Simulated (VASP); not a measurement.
# PbF2 (Immm) in VASP: a series of runs, part 2 of 2

VASP 6.6.1.

### Step 4. Single point, PBE (strain +0.0875 x Voigt [0, 0, 0, 0, 1, 0])

INCAR reads:

```
SYSTEM = PbF2
ALGO     = Normal         ! electronic algorithm
EDIFF    = 1E-6           ! SCF threshold, eV
ENCUT    = 520            ! plane-wave cutoff, eV
GGA      = PE             ! functional
ISIF     = 2              ! what is computed and relaxed
ISMEAR   = 0              ! smearing method
LASPH    = .TRUE.         ! aspherical terms in the spheres
LCHARG   = .FALSE.        ! write CHGCAR
LREAL    = .FALSE.        ! projectors in reciprocal space
LWAVE    = .FALSE.        ! write WAVECAR
NBANDS   = 21             ! bands
NELM     = 60             ! most SCF steps
PREC     = Accurate       ! precision mode
SIGMA    = 0.05           ! smearing width, eV
```

KPOINTS reads:

```
k-points
0
G
  8 8 8
  0 0 0
```

POSCAR reads:

```
PbF2
1.0
    0.1299309375      2.9698500000      2.9698500000
    3.0997809375      0.0000000000      3.0997809375
    2.9698500000      2.9698500000      0.1299309375
Pb F
1 2
Direct
    0.0000000000      0.0000000000      0.0000000000
    0.2500000000      0.2500000000      0.2500000000
    0.7500000000      0.7500000000      0.7500000000
```

Potentials or basis: VASP PAW PBE potentials, release 64 (Pb_d, F).

Command:

```bash
$ cat potpaw_PBE.64/Pb_d/POTCAR potpaw_PBE.64/F/POTCAR > POTCAR
$ mpirun -np 1 vasp_std > vasp.out
```

OUTCAR:

```text
SYSTEM = PbF2
   EDIFF = 1E-6
   ENCUT = 520
   GGA = PE
   ISIF = 2
   ISMEAR = 0
   LASPH = .TRUE.
   LREAL = .FALSE.
   NELM = 60
   PREC = Accurate

 ion  position               nearest neighbor table
   1  0.000  0.000  0.000-   3 2.50   2 2.50   2 2.50   3 2.50   2 2.65   3 2.65   3 2.65   2 2.65

   2  0.250  0.250  0.250-   1 2.50   1 2.50   1 2.65   1 2.65
   3  0.750  0.750  0.750-   1 2.50   1 2.50   1 2.65   1 2.65

  LATTYP: Found a body centered orthorhombic cell.
 ALAT       =     4.0162520542
 B/A-ratio  =     1.0915032680
 C/A-ratio  =     1.4789161437

  Lattice vectors:

 A1 = (   0.1299309375,  -2.9698500000,   2.9698500000)
 A2 = (  -0.1299309375,  -2.9698500000,  -2.9698500000)
 A3 = (   2.9698500000,   2.9698500000,   0.1299309375)

Analysis of symmetry for initial positions (statically):
=====================================================================
 Subroutine PRICEL returns:
 Original cell was already a primitive cell.

 Routine SETGRP: Setting up the symmetry group for a
 body centered orthorhombic supercell.
[... 160 lines left out ...]

 Free energy of the ion-electron system (eV)
  ---------------------------------------------------
  ext. energy  EPLUGINS =         0.00000000
  ---------------------------------------------------
  free energy    TOTEN  =       -14.29617943 eV

  energy without entropy =      -14.29617943  energy(sigma->0) =      -14.29617943

 E-fermi :   2.2474     XC(G=0):  -9.3816

 val. band max:        1.9225303463   @ k =  -0.3750   0.0000   0.2500
 cond. band min:       6.2456088656   @ k =   0.5000   0.5000  -0.0000
 fundamental gap:      4.3230785193
 Fermi energy:         2.2473524856

 k-point     1 :       0.0000    0.0000    0.0000
  band No.  band energies     occupation
      1     -19.2470      2.00000
      2     -18.6363      2.00000
      3     -12.6011      2.00000
      4     -12.5938      2.00000
      5     -12.5798      2.00000
      6     -12.5357      2.00000
[... 565 lines left out ...]
     20      17.5241      0.00000
     21      18.6616      0.00000

 [... further k-points ...]
[... 5 lines left out ...]
  --------------------------------------------------------------------------------------
  -------------------------------------------------------------------------------------
  Total        0.8887534      0.9093668      0.8887534      0.0000000      0.0000000     -0.9539923
  in kB       27.2326801     27.8643038     27.2326801      0.0000000      0.0000000    -29.2316933
  external PRESSURE =      27.4432214 kB  Pullay stress =       0.0000000 kB

 VOLUME and BASIS-vectors are now :
 -----------------------------------------------------------------------------
  energy-cutoff  :      520.00
  volume of cell :       52.29
      direct lattice vectors                 reciprocal lattice vectors
     0.129930938  2.969850000  2.969850000    -0.176061356  0.168358671  0.176061356
     3.099780937  0.000000000  3.099780937     0.161301721 -0.168358671  0.161301721
     2.969850000  2.969850000  0.129930938     0.176061356  0.168358671 -0.176061356

 POSITION                                       TOTAL-FORCE (eV/Angst)
 -----------------------------------------------------------------------------------
      0.00000      0.00000      0.00000         0.000000      0.000000     -0.000000
      1.54989      1.48493      1.54989        -0.000000     -0.258865     -0.000000
      4.64967      4.45477      4.64967        -0.000000      0.258865      0.000000
 -----------------------------------------------------------------------------------
    total drift:                                0.000000     -0.000000      0.000000

  FREE ENERGIE OF THE ION-ELECTRON SYSTEM (eV)
  ---------------------------------------------------
  free  energy   TOTEN  =       -14.2961794259 eV

  energy  without entropy=      -14.2961794259  energy(sigma->0) =      -14.29617943
```

OSZICAR:

```text
N       E                     dE             d eps       ncg     rms          rms(c)
DAV:   1     0.303115613857E+03    0.30312E+03   -0.14646E+04  4010   0.152E+03
DAV:   2     0.119746552665E+02   -0.29114E+03   -0.27266E+03  4291   0.430E+02
DAV:   3    -0.154268597835E+02   -0.27402E+02   -0.27062E+02  4716   0.140E+02
DAV:   4    -0.162127318832E+02   -0.78587E+00   -0.78531E+00  4600   0.249E+01
DAV:   5    -0.162396122116E+02   -0.26880E-01   -0.26878E-01  5058   0.489E+00    0.802E+00
DAV:   6    -0.143028083899E+02    0.19368E+01   -0.87364E+00  5409   0.233E+01    0.265E+00
DAV:   7    -0.143014023765E+02    0.14060E-02   -0.45014E-01  4260   0.406E+00    0.156E+00
DAV:   8    -0.142984712512E+02    0.29311E-02   -0.10306E-01  4180   0.355E+00    0.548E-01
DAV:   9    -0.142950450245E+02    0.34262E-02   -0.19403E-02  5417   0.106E+00    0.103E-01
DAV:  10    -0.142961797876E+02   -0.11348E-02   -0.14767E-03  4090   0.327E-01    0.328E-02
DAV:  11    -0.142961697998E+02    0.99878E-05   -0.11283E-04  4690   0.915E-02    0.914E-03
DAV:  12    -0.142961804037E+02   -0.10604E-04   -0.24495E-05  4242   0.395E-02    0.781E-03
DAV:  13    -0.142961794259E+02    0.97783E-06   -0.60786E-06  4308   0.244E-02
   1 F= -.14296179E+02 E0= -.14296179E+02  d E =-.117182E-21
```

Wall time 35 s (1 thread of Intel Xeon 6975P-C (Granite Rapids), shared host); peak memory 0.24 GiB.

Results:

- Free energy: -14.2962 eV
- Pressure: 2.7 GPa
- Largest force: 0.259 eV/Å
- Band gap on the k mesh: 4.32 eV, indirect (least direct gap 4.51 eV)

Forces in eV/Å, atoms in the order of the input:
```
Pb   0.000  0.000  0.000
F    0.000 -0.259  0.000
F    0.000  0.259  0.000
```

Caveat: the cell differs from its parent crystal (strain +0.0875 x Voigt [0, 0, 0, 0, 1, 0]); spin-orbit coupling is left out, which moves the levels of the heavy elements.

### Step 5. Single point, PBE (strain +0.0625 x Voigt [0, 0, 0, 0, 1, 0])

INCAR reads:

```
PREC = Accurate ; ENCUT = 520
EDIFF = 1E-7 ; ISMEAR = 0
SIGMA = 0.05 ; LREAL = False
LASPH = True ; NELM = 80
ALGO = Normal ; ISIF = 2
LWAVE = False ; LCHARG = True
GGA = PE ; LELF = True
LVHAR = True ; NBANDS = 21
```

KPOINTS reads:

```
Automatic mesh
0
Gamma
  8 8 8
```

POSCAR reads:

```
PbF2
1.0
    0.0928078125      2.9698500000      2.9698500000
    3.0626578125      0.0000000000      3.0626578125
    2.9698500000      2.9698500000      0.0928078125
Pb F
1 2
Direct
    0.0000000000      0.0000000000      0.0000000000
    0.2500000000      0.2500000000      0.2500000000
    0.7500000000      0.7500000000      0.7500000000
```

Command:

```bash
$ cat potpaw_PBE.64/Pb_d/POTCAR potpaw_PBE.64/F/POTCAR > POTCAR
$ mpirun -np 1 vasp_std > vasp.out
```

It took 31 s on 1 thread of Intel Xeon 6975P-C (Granite Rapids), shared host; peak memory 0.23 GiB.

The run converged. Its results:

* Free energy: -14.3174 eV
* Pressure: 2.4 GPa
* Largest force: 0.181 eV/Å
* Band gap on the k mesh: 4.37 eV, indirect (least direct gap 4.53 eV)

Forces in eV/Å, atoms in the order of the input:
```
Pb   0.000  0.000  0.000
F    0.000 -0.181  0.000
F    0.000  0.181  0.000
```

Stress tensor (GPa, compression positive):
```
 2.36  0.00 -2.07
 0.00  2.39  0.00
-2.07  0.00  2.36
```

Levels at points of the mesh, in eV from the valence-band top:
```
           k point  band 10  band 11  band 12  band 13  band 14  band 15  band 16  band 17  band 18  band 19
(0.00, 0.00, 0.00)    -2.46    -2.43    -2.11    -2.00    -1.89     6.32     6.75     7.16    10.58    15.09
(0.50, 0.00, 0.00)    -2.77    -2.65    -2.18    -2.17     0.00     5.15     7.28     7.76    13.10    13.29
(0.00, 0.50, 0.00)    -2.73    -2.62    -2.16    -2.15    -0.12     4.82     7.47     7.96    13.23    13.57
(0.50, 0.50, 0.00)    -3.57    -1.59    -1.59    -1.58    -0.17     4.37     7.82     7.87     8.94    14.10
(0.50, 0.00, 0.50)    -3.51    -1.61    -1.59    -1.54    -0.18     4.39     7.47     8.22     8.93    14.13
```

Caveat: the cell differs from its parent crystal (strain +0.0625 x Voigt [0, 0, 0, 0, 1, 0]); spin-orbit coupling is left out, which moves the levels of the heavy elements. A k mesh can miss the band edges.

### Step 6. The runs side by side

| cell | gap on the mesh (eV) | pressure (GPa) | largest force (eV/Å) |
| --- | --- | --- | --- |
| a = 4.203, b = 3.990 Å, angles 61.7, 63.3, 61.7°, 3 atoms | 4.30 | 3.0 | 0.30 |
| a = 4.201, b = 4.358 Å, angles 58.8, 57.5, 58.8°, 3 atoms | 4.35 | 2.5 | 0.22 |
| a = 4.202, b = 4.384 Å, angles 58.6, 57.1, 58.6°, 3 atoms | 4.32 | 2.7 | 0.26 |
| a = 4.201, b = 4.331 Å, angles 59.0, 57.9, 59.0°, 3 atoms | 4.37 | 2.4 | 0.18 |

Alike in all rows: task single point; level PBE; potentials or basis VASP PAW PBE potentials, release 64 (Pb_d, F); no spin polarisation; k mesh 8 × 8 × 8; cutoff (eV) 520; smearing gaussian 0.05 eV.

Caveats: spin-orbit coupling is left out, which moves the levels of the heavy elements.

Total energies depend on the potentials used, so only differences within one code and one set of settings carry meaning.
